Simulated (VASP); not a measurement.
Set up this calculation in VASP 6.6.1, as the native input.

```yaml
Task: single point
Functional: PBE
Potentials_or_basis: VASP PAW PBE potentials, release 64 (Pb_d)
Cutoff: 520 eV
k_mesh: 7 × 7 × 10
Occupations: fermi-dirac, width 0.08 eV
Spin: no spin polarisation
Dipole_correction: no
Further_INCAR_settings: ALGO = Normal; EDIFF = 1e-07; NBANDS = 28
```

The structure of Pb lies in POSCAR:

```
Pb
1.0
    4.2100943125      0.0000000000      0.0000000000
   -2.1050471562      3.6460486269      0.0000000000
    0.0000000000      0.0000000000      2.5252010318
Pb
3
Direct
    0.0000000000      0.0000000000      0.0000000000
    0.3333333333      0.6666666667      0.5000000000
    0.6666666667      0.3333333333      0.5000000000
```

This isn't the form of Pb at room conditions, which is fcc.

These files were run (other wordings do the same):

INCAR

```
PREC = Accurate
ENCUT = 520
EDIFF = 1E-7
ISMEAR = -1
SIGMA = 0.08
LREAL = False
LASPH = True
NELM = 60
ALGO = Normal
ISIF = 2
LWAVE = False
LCHARG = False
GGA = PE
NBANDS = 28
```

KPOINTS

```
Automatic mesh
0
Gamma
  7 7 10
```

Potentials or basis: VASP PAW PBE potentials, release 64 (Pb_d).

Launch:

```bash
$ cat potpaw_PBE.64/Pb_d/POTCAR > POTCAR
$ mpirun -np 1 vasp_std > vasp.out
```

It gave:

* Pressure: 334.7 GPa
* Band gap on the k mesh: zero (bands 21 and 22 overlap by 8.46 eV)

Caveat: the cell stands under pressure; spin-orbit coupling is left out, which moves the levels of the heavy elements.

It took 19 s on 1 thread of Intel(R) Xeon(R) 6975P-C (Granite Rapids) (shared host), peak memory 0.17 GiB.
